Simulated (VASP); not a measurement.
Input of a VASP 6.6.1 run:

File INCAR:

```
PREC = Accurate
ENCUT = 500
EDIFF = 1E-6
ISMEAR = -1
SIGMA = 0.1
LREAL = False
LASPH = True
NELM = 120
ALGO = Normal
ISIF = 2
LWAVE = False
LCHARG = False
GGA = CA
NBANDS = 48
GGA_COMPAT = False
```

KPOINTS

```
regular mesh
0
Gamma
  6 6 6
```

File POSCAR:

```
GaB2Ir2
1.0
    0.0000000000      4.3225870000      2.7740330000
    0.0000000000     -4.3225870000      2.7740330000
    4.9060610000      0.0000000000     -2.7740330000
Ir B Ga
4 4 2
Direct
    0.7456600000      0.4956600000      0.9913200000
    0.0043400000      0.7543400000      0.5086800000
    0.2543400000      0.5043400000      0.0086800000
    0.9956600000      0.2456600000      0.4913200000
    0.6970000000      0.8030000000      0.2500000000
    0.0530000000      0.4470000000      0.2500000000
    0.3030000000      0.1970000000      0.7500000000
    0.9470000000      0.5530000000      0.7500000000
    0.3750000000      0.1250000000      0.2500000000
    0.6250000000      0.8750000000      0.7500000000
```

Potentials or basis: VASP PAW LDA potentials, release 64 (Ir, B, Ga_d).

Run with:

```sh
$ cat potpaw_LDA.64/Ir/POTCAR potpaw_LDA.64/B/POTCAR potpaw_LDA.64/Ga_d/POTCAR > POTCAR
$ mpirun -np 1 vasp_std > vasp.out
```

Task: Predict the largest force.

Result: 1.952 eV/Å.

Task: Predict the pressure.

Result: 47.0 GPa.

Task: Estimate the band gap on the k mesh.

Result: Zero (bands 37 and 38 overlap by 1.24 eV).

Forces in eV/Å, atoms in the order of the input:
```
Ir  -1.952  0.000  0.000
Ir   1.952  0.000  0.000
Ir   1.952  0.000  0.000
Ir  -1.952  0.000  0.000
B    0.000 -1.596  0.000
B    0.000  1.596  0.000
B    0.000  1.596  0.000
B    0.000 -1.596  0.000
Ga   0.000  0.000  0.000
Ga   0.000  0.000  0.000
```

Caveat: the stress differs along the axes, from 40 to 60 GPa; spin-orbit coupling is left out, which moves the levels of the heavy elements; forces of over 1 eV/Å act on the atoms, so gaps and moduli don't describe the material at rest.
